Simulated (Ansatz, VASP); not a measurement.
## Two plane-wave programs on NiO

INCAR

```
SYSTEM = NiO
ALGO = Normal
EDIFF = 1E-7
ENCUT = 520
GGA = PE
ISIF = 2
ISMEAR = 0
ISPIN = 2
LASPH = .True.
LCHARG = .False.
LDAU = .True.
LDAUJ = 0 0
LDAUL = 2 -1
LDAUPRINT = 1
LDAUTYPE = 2
LDAUU = 5 0
LMAXMIX = 4
LORBIT = 11
LREAL = .False.
LWAVE = .False.
MAGMOM = 1.7 -1.7 0 0
NBANDS = 28
NELM = 150
PREC = Accurate
SIGMA = 0.01
```

Contents of KPOINTS:

```
k-points
0
Gamma
  8 8 8
  0 0 0
```

The input POSCAR:

```
NiO
1.0
    2.0606533300      2.0606533300      4.1491533300
    4.1491533300      2.0606533300      2.0606533300
    2.0606533300      4.1491533300      2.0606533300
Ni O
2 2
Direct
    0.0000000000      0.0000000000      0.0000000000
    0.5000000000      0.5000000000      0.5000000000
    0.2500000000      0.2500000000      0.2500000000
    0.7500000000      0.7500000000      0.7500000000
```

Input for Ansatz:

```yaml
crystal:
  lattice:
    - [2.06065333, 2.06065333, 4.14915333]
    - [4.14915333, 2.06065333, 2.06065333]
    - [2.06065333, 4.14915333, 2.06065333]
  atoms:
    - { symbol: Ni, position: [0.0, 0.0, 0.0], spin: 1.7 }
    - { symbol: Ni, position: [0.5, 0.5, 0.5], spin: -1.7 }
    - { symbol: O, position: [0.25, 0.25, 0.25] }
    - { symbol: O, position: [0.75, 0.75, 0.75] }
magnetization:
  spin_polarized: true
scf:
  occupations: { method: fixed }
output:
  stress: true
  populations: true
  write_density: true
  write_potential: true
  elf: true
  volumetric_format: npy
hamiltonian:
  xc: pbe
  hubbard: { sites: [{ species: Ni, l: d, u_eff: 5.0 }] }
kpoints:
  mp_grid: { grid: [8, 8, 8] }
```

Alike in both runs: task single point; functional PBE; k mesh 8 × 8 × 8; collinear spin; Hubbard terms Ni d U = 5.0 eV.

|  | VASP | Ansatz |
| --- | --- | --- |
| version | VASP 6.6.1 | Ansatz 0.2.0 |
| potentials or method | VASP PAW PBE potentials, release 64 (Ni, O) | scalar-relativistic, plane waves, PAW |
| plane-wave cutoff (eV) | 520 | 420 |
| occupations | gaussian, width 0.01 eV | fixed |
| valence electrons in the cell | 32 | 48 |

Ansatz gave:

| Property | Result |
| --- | --- |
| gap on the k mesh at the Fermi level (eV) | 3.08 |
| least direct gap on the mesh (eV) | 3.52 |
| pressure (GPa) | 11.4 |
| traceless stress, the component that is largest in VASP (GPa) | 0.43 |
| net moment per atom (μB) | 0.00 |
| size of the moment on the site where the two differ most (μB) | 1.63 |

**Question.** What did VASP give for the same quantities?

**Answer.** gap on the k mesh at the Fermi level (eV): 3.19; least direct gap on the mesh (eV): 3.60; pressure (GPa): 3.5; traceless stress, the component that is largest in VASP (GPa): 0.50; net moment per atom (μB): 0.00; size of the moment on the site where the two differ most (μB): 1.69.

Site moments also hang on the region over which each program counts them. The programs project onto different local orbitals, so the same U acts differently, and such runs can settle in different states. VASP's potentials hold 32 valence electrons a cell and Ansatz's 48, so a difference there can come from the potentials and not from the codes. Ansatz's warnings: metallic iterate.
